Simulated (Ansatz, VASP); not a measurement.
One calculation of HfN, two programs

INCAR

```
PREC = Accurate
ENCUT = 520
EDIFF = 1E-6
ISMEAR = -1
SIGMA = 0.05
LREAL = F
LASPH = T
NELM = 100
ALGO = Normal
ISIF = 2
LWAVE = F
LCHARG = F
GGA = CA
NBANDS = 23
```

The input KPOINTS:

```
Automatic mesh
0
Gamma
  10 10 5
```

The input POSCAR:

```
HfN
1.0
    3.1128744484      0.0000000000      0.0000000000
   -1.5564372243      2.6958283511      0.0000000000
    0.0000000000      0.0000000000      5.3804124788
Hf N
2 2
Direct
    0.3333333333      0.6666666667      0.2500000000
    0.6666666667      0.3333333333      0.7500000000
    0.0000000000      0.0000000000      0.5000000000
    0.0000000000      0.0000000000      0.0000000000
```

File input.yaml:

```yaml
crystal:
  lattice:
    - [3.1128744484, 0.0, 0.0]
    - [-1.5564372243, 2.6958283511, 0.0]
    - [0.0, 0.0, 5.3804124788]
  atoms:
    - { symbol: Hf, position: [0.3333333333, 0.6666666667, 0.25] }
    - { symbol: Hf, position: [0.6666666667, 0.3333333333, 0.75] }
    - { symbol: "N", position: [0.0, 0.0, 0.5] }
    - { symbol: "N", position: [0.0, 0.0, 0.0] }
hamiltonian:
  xc: lda
  pseudopotentials: { kind: paw }
kpoints:
  mp_grid: { grid: [10, 10, 5] }
scf:
  occupations: { method: fermi_dirac, width: 0.05 }
output:
  forces: true
  stress: true
  eigenvalues: true
```

Alike in both runs: task single point; functional LDA; k mesh 10 × 10 × 5; occupations fermi-dirac, width 0.05 eV; no spin polarisation.

```csv
,VASP,Ansatz
version,VASP 6.6.1,Ansatz 0.2.0
potentials or method,"VASP PAW LDA potentials, release 64 (Hf_pv, N)",Ansatz PAW
plane-wave cutoff (eV),520,420
valence electrons in the cell,30,62
```

VASP gave:

| Property | Result |
| --- | --- |
| gap on the k mesh at the Fermi level (eV) | none |
| pressure (GPa) | -4.6 |
| traceless stress, the component that is largest in VASP (GPa) | -0.42 |

Q: Estimate Ansatz's values.

A: gap on the k mesh at the Fermi level (eV): none; pressure (GPa): -3.5; traceless stress, the component that is largest in VASP (GPa): -0.47.

LDA's correlation is that of Perdew and Zunger in VASP and of Perdew and Wang (1992) in Ansatz. A gap of «none» marks a metal or a gap that the smearing closes. VASP's potentials hold 30 valence electrons a cell and Ansatz's 62, so a difference there can come from the potentials and not from the codes.

Neither program's run includes spin-orbit coupling.
